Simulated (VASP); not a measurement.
# Al (Fm-3m) in VASP: a series of runs

Aim: see how the results for Al move with the level of theory and the settings. Levels: PBE+D4, PBEsol+D4. Tasks: single point.

All numbers are computed with VASP 6.6.1; they aren't measurements. Logs are shortened: lines on timing, memory, paths and dates and some standing lists are left out, and cuts for length are marked.

## 1. The cell of the first run

Symmetry: Fm-3m, No. 225, cubic system. Conventional cell: a = 3.967 Å, b = 3.967 Å, c = 3.967 Å, α = 90.00°, β = 90.00°, γ = 90.00°. Within 3.7 Å of Al (site symmetry m-3m) lie 12 Al at 2.81 Å.

## 2. Single point, PBE+D4

Input file INCAR:

```
SYSTEM = Al
PREC = Accurate
ENCUT = 520
EDIFF = 1E-6
ISMEAR = -1
SIGMA = 0.05
LREAL = .FALSE.
LASPH = .TRUE.
NELM = 80
ALGO = Normal
ISIF = 2
LWAVE = .FALSE.
LCHARG = .FALSE.
GGA = PE
IVDW = 13
NBANDS = 8
```

Input file KPOINTS:

```
regular mesh
0
G
  11 11 11
  0 0 0
```

Input file POSCAR:

```
Al
1.0
    0.0000000000      1.9834708509      1.9834708509
    1.9834708509      0.0000000000      1.9834708509
    1.9834708509      1.9834708509      0.0000000000
Al
1
Direct
    0.0000000000      0.0000000000      0.0000000000
```

Potentials or basis: VASP PAW PBE potentials, release 64 (Al).

The run is started by

```bash
$ cat potpaw_PBE.64/Al/POTCAR > POTCAR
$ mpirun -np 1 vasp_std > vasp.out
```

OUTCAR:

```text
SYSTEM = Al
   PREC = Accurate
   ENCUT = 520
   EDIFF = 1E-6
   ISMEAR = -1
   LREAL = .FALSE.
   LASPH = .TRUE.
   NELM = 80
   ISIF = 2
   GGA = PE
   IVDW = 13

 ion  position               nearest neighbor table
   1  0.000  0.000  0.000-

  LATTYP: Found a face centered cubic cell.
 ALAT       =     3.9669417018

  Lattice vectors:

 A1 = (   0.0000000000,   1.9834708509,   1.9834708509)
 A2 = (   1.9834708509,   0.0000000000,   1.9834708509)
 A3 = (   1.9834708509,   1.9834708509,   0.0000000000)

Analysis of symmetry for initial positions (statically):
=====================================================================
 Subroutine PRICEL returns:
 Original cell was already a primitive cell.

 Routine SETGRP: Setting up the symmetry group for a
 face centered cubic supercell.

 Subroutine GETGRP returns: Found 48 space group operations
[... 9 lines left out ...]

 Routine SETGRP: Setting up the symmetry group for a
 face centered cubic supercell.

 Subroutine GETGRP returns: Found 48 space group operations
 (whereof 48 operations were pure point group operations)
 out of a pool of 48 trial point group operations.

The dynamic configuration has the point symmetry O_h .

 Subroutine INISYM returns: Found 48 space group operations
 (whereof 48 operations are pure point group operations),
 and found     1 'primitive' translations

----------------------------------------------------------------------------------------

                                     Primitive cell

  volume of cell :      15.6066

  direct lattice vectors                    reciprocal lattice vectors
     0.000000000  1.983470851  1.983470851    -0.252083362  0.252083362  0.252083362
     1.983470851  0.000000000  1.983470851     0.252083362 -0.252083362  0.252083362
     1.983470851  1.983470851  0.000000000     0.252083362  0.252083362 -0.252083362

  length of vectors
     2.805051378  2.805051378  2.805051378     0.436621190  0.436621190  0.436621190

  position of ions in fractional coordinates (direct lattice)
     0.000000000  0.000000000  0.000000000

  ion indices of the primitive-cell ions
   primitive index   ion index
                 1           1

----------------------------------------------------------------------------------------

 KPOINTS: regular mesh

Automatic generation of k-mesh.
 Grid dimensions read from file:
 generate k-points for:   11   11   11

 Generating k-lattice:

  Cartesian coordinates                     Fractional coordinates (reciprocal lattice)
    -0.022916669  0.022916669  0.022916669     0.090909091  0.000000000  0.000000000
     0.022916669 -0.022916669  0.022916669     0.000000000  0.090909091  0.000000000
     0.022916669  0.022916669 -0.022916669     0.000000000  0.000000000  0.090909091

  Length of vectors
     0.039692835  0.039692835  0.039692835

  Shift w.r.t. Gamma in fractional coordinates (k-lattice)
     0.000000000  0.000000000  0.000000000

 Subroutine IBZKPT returns following result:
 ===========================================

 Found     56 irreducible k-points:

 Following reciprocal coordinates:
            Coordinates               Weight
  0.000000  0.000000  0.000000      1.000000
  0.090909  0.000000  0.000000      8.000000
  0.181818  0.000000  0.000000      8.000000
  0.272727  0.000000  0.000000      8.000000
  0.363636  0.000000  0.000000      8.000000
  0.454545  0.000000  0.000000      8.000000
[... 16 lines left out ...]
 -0.272727  0.181818  0.000000     24.000000
 -0.181818  0.181818  0.000000     12.000000
 [... further k-points ...]
   k-points           NKPTS =     56   k-points in BZ     NKDIM =     56   number of bands    NBANDS=      8
   number of dos      NEDOS =    301   number of ions     NIONS =      1
   total plane-waves  NPLWV =  13824
   dimension x,y,z NGX =    24 NGY =   24 NGZ =   24
   dimension x,y,z NGXF=    48 NGYF=   48 NGZF=   48
   ions per type =               1
   NGX,Y,Z   is equivalent  to a cutoff of  14.22, 14.22, 14.22 a.u.
   NGXF,Y,Z  is equivalent  to a cutoff of  28.45, 28.45, 28.45 a.u.
 SYSTEM =  Al
   PREC   = accura    normal or accurate (medium, high low for compatibility)
   ISTART =      0    job   : 0-new  1-cont  2-samecut
   ICHARG =      2    charge: 1-file 2-atom 10-const
   ISPIN  =      1    spin polarized calculation?
   LNONCOLLINEAR =      F non collinear calculations
   LSORBIT =      F    spin-orbit coupling
   LASPH  =      T    aspherical Exc in radial PAW
   ENCUT  =  520.0 eV  38.22 Ry    6.18 a.u.   5.22  5.22  5.22*2*pi/ulx,y,z
   NELM   =     80;   NELMIN=  2; NELMDL= -5     # of ELM steps
   EDIFF  = 0.1E-05   stopping-criterion for ELM
   LREAL  =      F    real-space projection
   EDIFFG = 0.1E-04   stopping-criterion for IOM
   NSW    =      0    number of steps for IOM
   IBRION =     -1    ionic relax: 0-MD 1-quasi-New 2-CG
   NFREE  =      0    steps in history (QN), initial steepest desc. (CG)
   ISIF   =      2    stress and relaxation
   ISYM   =      2    0-nonsym 1-usesym 2-fastsym
   POTIM  = 0.5000    time-step for ionic-motion
   TEBEG  =    0.0;   TEEND  =   0.0 temperature during run
   PSTRESS=    0.0 pullay stress
   NELECT =       3.0000    total number of electrons
   NUPDOWN=      -1.0000    fix difference up-down
   EMIN   =  10.00;   EMAX   =-10.00  energy-range for DOS
   EFERMI =   0.00;   METHOD = LEGACY
   ISMEAR =    -1;   SIGMA  =   0.05  broadening in eV -4-tet -1-fermi 0-gaus
   EFERMI_NEDOS =   21; number of points for ismear=-14 and -15
   IALGO  =     38    algorithm
   IMIX   =      4    mixing-type and parameters
     AMIX     =   0.40;   BMIX     =  1.00
     AMIX_MAG =   1.60;   BMIX_MAG =  1.00
  volume/ion in A,a.u.               =      15.61       105.32
  Fermi-wavevector in a.u.,A,eV,Ry     =   0.944814  1.785439 12.145548  0.892673
  Thomas-Fermi vector in A             =   2.072655
   LORBIT       =      0    0 simple, 1 ext, 2 COOP (PROOUT), +10 PAW based schemes
   GGA     = PE    functional components
   LHFCALC =     F    Hartree Fock is set to
   AEXX    =    0.0000 exact exchange contribution
   IVDW    =    13    specifies the selected vdW correction
   LEPSILON=     F    determine dielectric tensor
   LRPA    =     F    only Hartree local field effects (RPA)
 non-spin polarized calculation
  energy-cutoff  :      520.00
  volume of cell :       15.61
 maximum number of plane-waves:       440
 NGX is ok and might be reduce to    24
   NGX = 11   NGY = 11   NGZ = 11

 number of electron       3.0000000 magnetization

 Free energy of the ion-electron system (eV)
  ---------------------------------------------------
  ext. energy  EPLUGINS =         0.00000000
  ---------------------------------------------------
  free energy    TOTEN  =        -3.74240702 eV

  energy without entropy =       -3.73849694  energy(sigma->0) =       -3.74045198

 E-fermi :   8.5922     XC(G=0): -10.3997

 val. band max:        8.5520055390   @ k =  -0.4545   0.3636   0.0000
 cond. band min:       8.6258693797   @ k =   0.4545   0.1818   0.0909
 fundamental gap:      0.0738638407
 Fermi energy:         8.5922278063

 k-point     1 :       0.0000    0.0000    0.0000
  band No.  band energies     occupation
      1      -2.9316      2.00000
      2      21.5258      0.00000
      3      21.5258      0.00000
      4      21.5258      0.00000
      5      23.4501      0.00000
      6      23.4501      0.00000
      7      23.4501      0.00000
      8      25.4677      0.00000

 k-point     2 :       0.0909    0.0000    0.0000
  band No.  band energies     occupation
      1      -2.6986      2.00000
      2      18.5990      0.00000
      3      20.9576      0.00000
      4      20.9576      0.00000
      5      23.9775      0.00000
      6      24.3821      0.00000
      7      24.3821      0.00000
      8      27.4571      0.00000

 k-point     3 :       0.1818    0.0000    0.0000
  band No.  band energies     occupation
      1      -2.0021      2.00000
      2      14.8333      0.00000
      3      20.2456      0.00000
      4      20.2456      0.00000
      5      23.6846      0.00000
      6      25.1614      0.00000
      7      25.1614      0.00000
      8      26.5718      0.00000

 k-point     4 :       0.2727    0.0000    0.0000
  band No.  band energies     occupation
      1      -0.8491      2.00000
      2      11.2892      0.00000
      3      19.8385      0.00000
      4      19.8385      0.00000
      5      23.4393      0.00000
      6      23.4797      0.00000
      7      23.4797      0.00000
      8      27.6168      0.00000

 k-point     5 :       0.3636    0.0000    0.0000
  band No.  band energies     occupation
      1       0.7485      2.00000
      2       8.0769      1.99993
      3      19.7953      0.00000
      4      19.7953      0.00000
      5      22.0006      0.00000
      6      22.0006      0.00000
      7      23.4919      0.00000
      8      26.0906      0.00000
[... 177 lines left out ...]
 k-point    22 :      -0.3636    0.1818    0.0000
  band No.  band energies     occupation
      1       2.8466      2.00000
      2       6.8928      2.00000
      3      13.4675      0.00000
      4      18.0226      0.00000
      5      19.9788      0.00000
      6      24.6011      0.00000
      7      27.3880      0.00000
      8      30.3677      0.00000

 k-point    23 :      -0.2727    0.1818    0.0000
  band No.  band energies     occupation
      1       0.9749      2.00000
      2       9.7653      0.00000
      3      13.3414      0.00000
      4      19.2827      0.00000
      5      21.3236      0.00000
      6      24.3339      0.00000
      7      26.9211      0.00000
      8      27.4417      0.00000

 k-point    24 :      -0.1818    0.1818    0.0000
  band No.  band energies     occupation
      1      -0.4670      2.00000
      2      12.5000      0.00000
      3      14.1322      0.00000
      4      20.9309      0.00000
      5      23.0009      0.00000
      6      23.9358      0.00000
      7      25.3549      0.00000
      8      26.2792      0.00000

 [... further k-points ...]

------------------------ aborting loop because EDIFF is reached ----------------------------------------

  DFT-D4 for vdW energy calculation

  Edisp (eV):   -0.36270

  FORCE on cell =-STRESS in cart. coord.  units (eV):
  Direction    XX          YY          ZZ          XY          YZ          ZX
  --------------------------------------------------------------------------------------
  -------------------------------------------------------------------------------------
  Total       0.14007     0.14007     0.14007    -0.00000    -0.00000    -0.00000
  in kB      14.38014    14.38014    14.38014    -0.00000    -0.00000    -0.00000
  external pressure =       14.38 kB  Pullay stress =        0.00 kB

 VOLUME and BASIS-vectors are now :
 -----------------------------------------------------------------------------
  energy-cutoff  :      520.00
  volume of cell :       15.61
      direct lattice vectors                 reciprocal lattice vectors
     0.000000000  1.983470851  1.983470851    -0.252083362  0.252083362  0.252083362
     1.983470851  0.000000000  1.983470851     0.252083362 -0.252083362  0.252083362
     1.983470851  1.983470851  0.000000000     0.252083362  0.252083362 -0.252083362

 POSITION                                       TOTAL-FORCE (eV/Angst)
 -----------------------------------------------------------------------------------
      0.00000      0.00000      0.00000         0.000000      0.000000      0.000000
 -----------------------------------------------------------------------------------
    total drift:                                0.000000     -0.000000     -0.000000

  FREE ENERGIE OF THE ION-ELECTRON SYSTEM (eV)
  ---------------------------------------------------
  free  energy   TOTEN  =        -4.1051083166 eV

  energy  without entropy=       -4.1011982385  energy(sigma->0) =       -4.10315328
```

Run time: 3.1 s. Hardware: 1 thread of Intel Xeon 6975P-C, shared host; peak memory 0.13 GiB.

What came out:

- Free energy: -4.1051 eV
- Pressure: 1.4 GPa
- Dispersion energy per atom: -0.363 eV

Caveat: pairwise dispersion overbinds metals, which lowers pressure and volume.

(Part 1 of 2 ends here.)
